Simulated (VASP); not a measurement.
Input of a VASP 6.6.1 run:

Contents of INCAR:

```
  PREC = Accurate
  ENCUT = 520
  EDIFF = 1E-7
  ISMEAR = 0
  SIGMA = 0.1
  LREAL = F
  LASPH = T
  NELM = 100
  ALGO = Normal
  ISIF = 2
  LWAVE = F
  LCHARG = F
  GGA = PS
  NBANDS = 18
```

The input KPOINTS:

```
regular mesh
0
Gamma
  16 16 8
```

The input POSCAR:

```
Au
1.0
    2.7417232446      0.0129512497      0.0228617712
    0.0003569093      2.7742638740      0.0028559912
   -1.0735487806     -1.1662002649      4.7351326432
Au
2
Direct
    0.3301009397      0.3491910283      0.7364344096
    0.6698990603      0.6508089717      0.2635655904
```

Potentials or basis: VASP PAW PBE potentials, release 64 (Au).

Run with:

```sh
$ cat potpaw_PBE.64/Au/POTCAR > POTCAR
$ mpirun -np 1 vasp_std > vasp.out
```

Question: What does it give for the band gap on the k mesh?

Answer: Zero (band 11 reaches 11.82 eV, above the bottom of band 12 at 6.48 eV).

Question: Estimate the pressure.

Answer: 2.9 GPa.

Forces on the atoms (eV/Å):
```
Au  -0.267 -0.181 -1.312
Au   0.267  0.181  1.312
```

Caveat: the cell differs from its parent crystal (atoms moved at random and the cell strained at random); the PAW data sets were made with another functional, which shifts forces and pressure a little; spin-orbit coupling is left out, which moves the levels of the heavy elements.
